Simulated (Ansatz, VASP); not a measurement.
# One calculation of V, two programs

```
V
1.0
    -1.48263    1.48263    1.48263
     1.48263   -1.48263    1.48263
     1.48263    1.48263   -1.48263
V
1
Direct
  0.00000 0.00000 0.00000
```

Alike in both runs: functional PBEsol; k mesh 10 × 10 × 10; occupations gaussian, width 0.1 eV; no spin polarisation.

Ansatz relaxed the structure, and its values are those at the end. VASP's run is a single point on that final structure, the one shown.

```csv
,VASP,Ansatz
version,VASP 6.6.1,Ansatz 0.2.0
potentials or method,"VASP PAW PBE potentials, release 64 (V_sv), cutoff 520 eV","scalar-relativistic, plane waves, PAW"
valence electrons in the cell,13,13
```

```tsv
	VASP	Ansatz	Ansatz less VASP
gap on the k mesh at the Fermi level (eV)	none	none	-
pressure (GPa)	0.2	-0.1	-0.22
```

VASP's potentials were made for PBE, not for PBEsol. A gap of «none» marks a metal or a gap that the smearing closes. With one functional, cell and mesh, what is left measures potentials, basis and numerics.
